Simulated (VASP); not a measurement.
# BaBe7C4 (Cmmm) in VASP: relaxation of cell and atoms with PBE

Aim: the relaxation of cell and atoms of BaBe7C4 with PBE.

All numbers are computed with VASP 6.6.1; they aren't measurements. Logs are shortened: lines on timing, memory, paths and dates and some standing lists are left out, and cuts for length are marked.

### 1 The cell of the first run

Symmetry: Cmmm, No. 65, orthorhombic system. The conventional cell has a = 5.538 Å, b = 13.219 Å, c = 7.822 Å, α = 90.00°, β = 90.00°, γ = 90.00°. Ba (site symmetry mmm) has 12 Be at 3.23 to 3.58 Å and 10 C at 3.58 to 4.19 Å within 4.2 Å. Be (site symmetry mmm) has 2 C at 1.65 Å within 2.2 Å. Within 2.3 Å of Be (site symmetry m) lie 2 C at 1.66 Å and 1 Be at 2.27 Å. Within 2.2 Å of Be (site symmetry 2/m) lie 2 C at 1.65 Å. C (site symmetry mm2) has 3 Be at 1.65 to 1.66 Å within 2.2 Å. Within 2.2 Å of C (site symmetry m2m) lie 4 Be at 1.65 to 1.66 Å.

The cell was built from a structure type or drawn by symmetry, and may not be a known phase.

### 2 Relaxation of cell and atoms, PBE

Contents of INCAR:

```
SYSTEM = BaBe7C4
  PREC = Accurate
  ENCUT = 600
  EDIFF = 1E-6
  ISMEAR = 0
  SIGMA = 0.1
  LREAL = .FALSE.
  LASPH = .TRUE.
  NELM = 100
  ALGO = Normal
  ISIF = 3
  LWAVE = .FALSE.
  LCHARG = .FALSE.
  GGA = PE
  IBRION = 2
  NSW = 90
  EDIFFG = -0.04
```

Contents of KPOINTS:

```
Automatic mesh
0
G
  4 4 2
  0 0 0
```

Contents of POSCAR:

```
BaBe7C4
1.0
    2.7692177000     -6.6094514700      0.0000000000
    2.7692177000      6.6094514700      0.0000000000
    0.0000000000      0.0000000000      7.8221782400
Ba Be C
1 7 4
Direct
    0.0000000000      0.0000000000      0.5000000000
    0.5000000000      0.5000000000      0.0000000000
    0.4086509500      0.5913490500      0.6447995000
    0.5913490500      0.4086509500      0.6447995000
    0.4086509500      0.5913490500      0.3552005000
    0.5913490500      0.4086509500      0.3552005000
    0.5000000000      0.0000000000      0.5000000000
    0.0000000000      0.5000000000      0.5000000000
    0.5000000000      0.5000000000      0.7895990000
    0.5000000000      0.5000000000      0.2104010000
    0.3173019000      0.6826981000      0.5000000000
    0.6826981000      0.3173019000      0.5000000000
```

Potentials or basis: VASP PAW PBE potentials, release 64 (Ba_sv, Be, C).

Run with:

```sh
cat potpaw_PBE.64/Ba_sv/POTCAR potpaw_PBE.64/Be/POTCAR potpaw_PBE.64/C/POTCAR > POTCAR
mpirun -np 1 vasp_std > vasp.out
```

OUTCAR:

```text
SYSTEM = BaBe7C4
   PREC = Accurate
   ENCUT = 600
   EDIFF = 1E-6
   ISMEAR = 0
   LREAL = .FALSE.
   LASPH = .TRUE.
   NELM = 100
   ISIF = 3
   GGA = PE
   IBRION = 2
   NSW = 90
   EDIFFG = -0.04

 ion  position               nearest neighbor table
   1  0.000  0.000  0.500-   4 3.23   6 3.23   3 3.23   5 3.23   4 3.23   6 3.23   3 3.23   5 3.23

   2  0.500  0.500  0.000-   9 1.65  10 1.65
   3  0.409  0.591  0.645-   9 1.66  11 1.66   5 2.27   1 3.23   1 3.23
   4  0.591  0.409  0.645-   9 1.66  12 1.66   6 2.27   1 3.23   1 3.23
   5  0.409  0.591  0.355-  10 1.66  11 1.66   3 2.27   1 3.23   1 3.23
   6  0.591  0.409  0.355-  10 1.66  12 1.66   4 2.27   1 3.23   1 3.23
   7  0.500  0.000  0.500-  11 1.65  12 1.65
   8  0.000  0.500  0.500-  11 1.65  12 1.65
   9  0.500  0.500  0.790-   2 1.65   3 1.66   4 1.66
  10  0.500  0.500  0.210-   2 1.65   5 1.66   6 1.66
  11  0.317  0.683  0.500-   7 1.65   8 1.65   3 1.66   5 1.66
  12  0.683  0.317  0.500-   7 1.65   8 1.65   4 1.66   6 1.66

  LATTYP: Found a base centered orthorhombic cell.
 ALAT       =     5.5384354000
 B/A-ratio  =     2.3867576283
 C/A-ratio  =     1.4123444033

  Lattice vectors:

 A1 = (   2.7692177000,  -6.6094514700,   0.0000000000)
 A2 = (   2.7692177000,   6.6094514700,   0.0000000000)
 A3 = (   0.0000000000,   0.0000000000,   7.8221782400)

Analysis of symmetry for initial positions (statically):
=====================================================================
 Subroutine PRICEL returns:
 Original cell was already a primitive cell.

 Routine SETGRP: Setting up the symmetry group for a
 base centered orthorhombic supercell.

 Subroutine GETGRP returns: Found  8 space group operations
 (whereof  8 operations were pure point group operations)
 out of a pool of  8 trial point group operations.

The static configuration has the point symmetry D_2h.

Analysis of symmetry for dynamics (positions and initial velocities):
=====================================================================
 Subroutine PRICEL returns:
 Original cell was already a primitive cell.

 Routine SETGRP: Setting up the symmetry group for a
 base centered orthorhombic supercell.

 Subroutine GETGRP returns: Found  8 space group operations
 (whereof  8 operations were pure point group operations)
 out of a pool of  8 trial point group operations.

The dynamic configuration has the point symmetry D_2h.

 Subroutine INISYM returns: Found  8 space group operations
 (whereof  8 operations are pure point group operations),
 and found     1 'primitive' translations

----------------------------------------------------------------------------------------

                                     Primitive cell

[... 99 lines left out ...]
   EDIFF  = 0.1E-05   stopping-criterion for ELM
   LREAL  =      F    real-space projection
   EDIFFG = -.4E-01   stopping-criterion for IOM
   NSW    =     90    number of steps for IOM
   IBRION =      2    ionic relax: 0-MD 1-quasi-New 2-CG
   NFREE  =      1    steps in history (QN), initial steepest desc. (CG)
   ISIF   =      3    stress and relaxation
   ISYM   =      2    0-nonsym 1-usesym 2-fastsym
   POTIM  = 0.5000    time-step for ionic-motion
   TEBEG  =    0.0;   TEEND  =   0.0 temperature during run
   PSTRESS=    0.0 pullay stress
   NELECT =      40.0000    total number of electrons
   NUPDOWN=      -1.0000    fix difference up-down
   EMIN   =  10.00;   EMAX   =-10.00  energy-range for DOS
   EFERMI =   0.00;   METHOD = LEGACY
   ISMEAR =     0;   SIGMA  =   0.10  broadening in eV -4-tet -1-fermi 0-gaus
   EFERMI_NEDOS =   21; number of points for ismear=-14 and -15
   IALGO  =     38    algorithm
   IMIX   =      4    mixing-type and parameters
     AMIX     =   0.40;   BMIX     =  1.00
     AMIX_MAG =   1.60;   BMIX_MAG =  1.00
  volume/ion in A,a.u.               =      23.86       161.03
  Fermi-wavevector in a.u.,A,eV,Ry     =   0.849444  1.605216  9.817353  0.721555
  Thomas-Fermi vector in A             =   1.965266
   LORBIT       =      0    0 simple, 1 ext, 2 COOP (PROOUT), +10 PAW based schemes
   GGA     = PE    functional components
   LHFCALC =     F    Hartree Fock is set to
   AEXX    =    0.0000 exact exchange contribution
   IVDW    =     0    specifies the selected vdW correction
   LEPSILON=     F    determine dielectric tensor
   LRPA    =     F    only Hartree local field effects (RPA)
 conjugate gradient relaxation of ions
 non-spin polarized calculation
 Gauss-broadening in eV      SIGMA  =   0.10
  energy-cutoff  :      600.00
  volume of cell :      286.34
 maximum number of plane-waves:      9580
 NGX is ok and might be reduce to    60
   NGX = 29   NGY = 29   NGZ = 31

--------------------------------------- Ionic step        1  -------------------------------------------

 number of electron      40.0000000 magnetization

 Free energy of the ion-electron system (eV)
  ---------------------------------------------------
  ext. energy  EPLUGINS =         0.00000000
  ---------------------------------------------------
  free energy    TOTEN  =       -59.98643758 eV

  energy without entropy =      -59.98201252  energy(sigma->0) =      -59.98422505

 E-fermi :  -0.0441     XC(G=0):  -6.2894

 val. band max:       -0.1266900909   @ k =   0.0000   0.0000   0.5000
 cond. band min:      -0.0151498597   @ k =   0.5000   0.5000   0.0000
 fundamental gap:      0.1115402312
 Fermi energy:        -0.0440504622

 k-point     1 :       0.0000    0.0000    0.0000
  band No.  band energies     occupation
      1     -28.9262      2.00000
      2     -14.2969      2.00000
      3     -14.1299      2.00000
      4     -14.0056      2.00000
      5     -11.3933      2.00000
      6     -11.0304      2.00000
[... 540 lines left out ...]
  FREE ENERGIE OF THE ION-ELECTRON SYSTEM (eV)
  ---------------------------------------------------
  free  energy   TOTEN  =       -60.3771556484 eV

  energy  without entropy=      -60.3771549571  energy(sigma->0) =      -60.37715530

[... ionic steps 4 to 18 ...]

--------------------------------------- Ionic step       19  -------------------------------------------

 number of electron      39.9999999 magnetization

------------------------ aborting loop because EDIFF is reached ----------------------------------------
[... 87 lines left out ...]
--------------------------------------- Ionic step       21  -------------------------------------------

 number of electron      39.9999999 magnetization

 Free energy of the ion-electron system (eV)
  ---------------------------------------------------
  ext. energy  EPLUGINS =         0.00000000
  ---------------------------------------------------
  free energy    TOTEN  =       -61.15709366 eV

  energy without entropy =      -61.15709366  energy(sigma->0) =      -61.15709366

 E-fermi :   0.9432     XC(G=0):  -6.6030

 val. band max:        0.5011444766   @ k =   0.0000   0.0000   0.5000
 cond. band min:       1.4144495189   @ k =   0.0000   0.0000   0.0000
 fundamental gap:      0.9133050423
 Fermi energy:         0.9431605193

 k-point     1 :       0.0000    0.0000    0.0000
  band No.  band energies     occupation
      1     -27.6645      2.00000
      2     -13.1364      2.00000
      3     -12.8305      2.00000
      4     -12.7752      2.00000
      5     -10.6779      2.00000
      6     -10.3029      2.00000
[... 448 lines left out ...]
  FREE ENERGIE OF THE ION-ELECTRON SYSTEM (eV)
  ---------------------------------------------------
  free  energy   TOTEN  =       -61.1570936593 eV

  energy  without entropy=      -61.1570936593  energy(sigma->0) =      -61.15709366

 reached required accuracy - stopping structural energy minimisation
```

It took 31 min on 1 thread of Intel Xeon 6975P-C (Granite Rapids), shared host; peak memory 0.65 GiB.

What came out:

* Free energy: -61.1571 eV
* Relaxed volume: 22.09 Å³/atom
* Relaxed cell: a = 7.659 Å, b = 7.659 Å, c = 7.056 Å, α = 90.00°, β = 90.00°, γ = 140.18°
* Space group after relaxing (to 0.1 Å): Cmmm (No. 65)
* Energy gained by relaxing: 97.6 meV/atom
* Ionic steps: 21
* Pressure after relaxing: 0.0 GPa
* Largest force after relaxing: 0.027 eV/Å
* Band gap on the k mesh: 0.91 eV (least direct gap 1.14 eV)

Forces in eV/Å, atoms in the order of the input:
```
Ba   0.000  0.000  0.000
Be   0.000  0.000  0.000
Be   0.000 -0.017  0.022
Be   0.000  0.017  0.022
Be   0.000 -0.017 -0.022
Be   0.000  0.017 -0.022
Be   0.000  0.000  0.000
Be   0.000  0.000  0.000
C    0.000  0.000 -0.018
C    0.000  0.000  0.018
C    0.000 -0.014  0.000
C    0.000  0.014  0.000
```

Stress tensor (GPa, compression positive):
```
-0.17  0.00  0.00
 0.00  0.11  0.00
 0.00  0.00  0.13
```

Step by step:
```csv
step,energy change (eV),largest force (eV/Å),pressure (GPa),volume (Å³)
1,0.0000,2.1677,-0.95,286.34
2,-0.1918,3.2145,0.77,280.49
3,-0.3907,1.3431,-0.15,282.87
4,-0.7463,0.6828,-0.20,279.94
5,-0.8691,1.4180,-0.30,276.90
6,-1.0155,0.3373,-0.56,273.54
7,-1.0170,0.3263,-0.58,273.17
8,-1.0432,0.1913,-0.22,270.66
9,-1.0703,0.1812,0.69,264.94
10,-1.0911,0.1868,0.57,264.99
11,-1.1110,0.7516,0.24,264.99
12,-1.1123,0.6398,0.30,265.00
13,-1.1245,0.5868,0.20,265.23
14,-1.1504,0.4320,-0.08,265.88
15,-1.1504,0.3113,-0.64,266.98
16,-1.1596,0.2908,-0.34,266.42
17,-1.1652,0.1755,-0.19,265.91
18,-1.1681,0.1519,0.00,265.22
19,-1.1694,0.0888,0.02,265.13
20,-1.1701,0.0673,0.04,265.01
21,-1.1707,0.0273,0.03,265.07
```

Final structure:
```xyz
12
Lattice="2.6082 -7.2016 0.0000 2.6082 7.2016 0.0000 0.0000 0.0000 7.0560" Properties=species:S:1:pos:R:3 pbc="T T T"
Ba    2.6082    7.2016    3.5280
Be    2.6082    0.0000    0.0000
Be    2.6082    1.4571    4.7471
Be    2.6082   -1.4571    4.7471
Be    2.6082    1.4571    2.3088
Be    2.6082   -1.4571    2.3088
Be    3.9123    3.6008    3.5280
Be    1.3041    3.6008    3.5280
C     2.6082    0.0000    5.4119
C     2.6082    0.0000    1.6440
C     2.6082    2.6073    3.5280
C     2.6082   -2.6073    3.5280
```

Levels at points of the mesh, in eV from the valence-band top:
```tsv
k point	band 17	band 18	band 19	band 20	band 21	band 22	band 23	band 24
(0.00, 0.00, 0.00)	-1.90	-1.24	-1.09	-0.72	0.91	1.61	2.22	2.52
(0.50, 0.00, 0.00)	-2.05	-1.52	-1.43	-0.40	1.38	2.13	2.54	2.59
(0.50, 0.50, 0.00)	-2.15	-1.24	-1.12	-0.75	1.10	1.93	2.19	2.64
(0.00, 0.00, 0.50)	-2.00	-1.89	-1.58	0.00	1.33	1.74	2.25	2.62
(0.50, 0.00, 0.50)	-2.12	-1.65	-1.25	-0.89	1.17	2.36	3.10	3.18
(0.50, 0.50, 0.50)	-2.27	-1.98	-1.61	-0.03	1.16	2.22	2.87	2.88
```

Caveat: spin-orbit coupling is left out, which moves the levels of the heavy elements. A k mesh can miss the band edges.
